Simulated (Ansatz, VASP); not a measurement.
# TiC in VASP and in Ansatz

INCAR

```
PREC = Accurate
ENCUT = 520
EDIFF = 1E-7
ISMEAR = 0
SIGMA = 0.1
LREAL = F
LASPH = T
NELM = 80
ALGO = Normal
ISIF = 2
LWAVE = F
LCHARG = F
GGA = PS
NBANDS = 15
```

KPOINTS

```
regular mesh
0
Gamma
  16 16 16
```

POSCAR

```
TiC
1.0
    0.0000000000      2.1679334883      2.1679334883
    2.1679334883      0.0000000000      2.1679334883
    2.1679334883      2.1679334883      0.0000000000
Ti C
1 1
Direct
    0.0000000000      0.0000000000      0.0000000000
    0.5000000000      0.5000000000      0.5000000000
```

Input for Ansatz:

```yaml
crystal:
  lattice:
    - [0.0, 2.1679334883, 2.1679334883]
    - [2.1679334883, 0.0, 2.1679334883]
    - [2.1679334883, 2.1679334883, 0.0]
  atoms:
    - { symbol: Ti, position: [0.0, 0.0, 0.0] }
    - { symbol: C, position: [0.5, 0.5, 0.5] }
basis:
  ecutwfc: 420
kpoints:
  mp_grid: { grid: [16, 16, 16] }
hamiltonian:
  xc: pbesol
scf:
  occupations: { method: gaussian, width: 0.1 }
output:
  forces: true
  stress: true
  eigenvalues: true
```

Alike in both runs: task single point; functional PBEsol; k mesh 16 × 16 × 16; occupations gaussian, width 0.1 eV; no spin polarisation.

|  | VASP | Ansatz |
| --- | --- | --- |
| version | VASP 6.6.1 | Ansatz 0.2.0 |
| potentials or method | VASP PAW PBE potentials, release 64 (Ti_sv, C), cutoff 520 eV | scalar-relativistic, plane waves, PAW |
| valence electrons in the cell | 16 | 16 |

VASP gave:

| Item | Value |
| --- | --- |
| gap on the k mesh at the Fermi level (eV) | none |
| pressure (GPa) | -7.2 |

Question: Which values does Ansatz return?

Answer: gap on the k mesh at the Fermi level (eV): none; pressure (GPa): -7.5.

VASP's potentials were made for PBE, not for PBEsol. A gap of «none» marks a metal or a gap that the smearing closes.
